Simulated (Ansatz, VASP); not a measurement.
# One calculation of W, two programs

```
W
1.0
     0.00000    1.98716    1.98716
     1.98716    0.00000    1.98716
     1.98716    1.98716    0.00000
W
1
Direct
  0.00000 0.00000 0.00000
```

Alike in both runs: functional LDA; k mesh 20 × 20 × 20; occupations fermi-dirac, width 0.15 eV; no spin polarisation.

Ansatz relaxed the structure, and its values are those at the end. VASP's run is a single point on that final structure, the one shown.

|  | VASP | Ansatz |
| --- | --- | --- |
| version | VASP 6.6.1 | Ansatz 0.2.0 |
| potentials or method | VASP PAW LDA potentials, release 64 (W_sv), cutoff 520 eV | scalar-relativistic, plane waves, PAW |
| valence electrons in the cell | 14 | 14 |

```tsv
	VASP	Ansatz	Ansatz less VASP
gap on the k mesh at the Fermi level (eV)	none	none	-
pressure (GPa)	1.8	0.0	-1.83
```

LDA's correlation is that of Perdew and Zunger in VASP and of Perdew and Wang (1992) in Ansatz. A gap of «none» marks a metal or a gap that the smearing closes.

Neither program's run includes spin-orbit coupling.
